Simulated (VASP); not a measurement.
As: vibrations by perturbation theory with PBEsol

The system is As.

```
As
1.0
     1.88080    1.08588    3.51406
    -1.88080    1.08588    3.51406
     0.00000   -2.17176    3.51406
As
2
Direct
  0.22600 0.22600 0.22600
  0.77400 0.77400 0.77400
```

```
Program                : VASP 6.6.1
Task                   : vibrations by perturbation theory
Functional             : PBEsol
Potentials or basis    : VASP PAW PBE potentials, release 64 (As)
Cutoff                 : 520 eV
k mesh                 : 9 × 9 × 9
Occupations            : fermi-dirac, width 0.05 eV
Spin                   : no spin polarisation
Dipole correction      : no
Further INCAR settings : ALGO = Normal; EDIFF = 1e-08; NBANDS = 12; IBRION = 8; NSW = 1
```

```yaml
Highest_phonon_frequency_at_Γ: 258 cm⁻¹
```

Phonon frequencies in cm⁻¹ (negative: imaginary):
```csv
q point,frequencies
"(0.000, 0.000, 0.000)",0 0 0 201 201 258
```

Run time: 2.7 min on 1 thread of AMD EPYC 9R45 96-Core Processor (Zen 5) (shared host), peak memory 0.45 GiB.
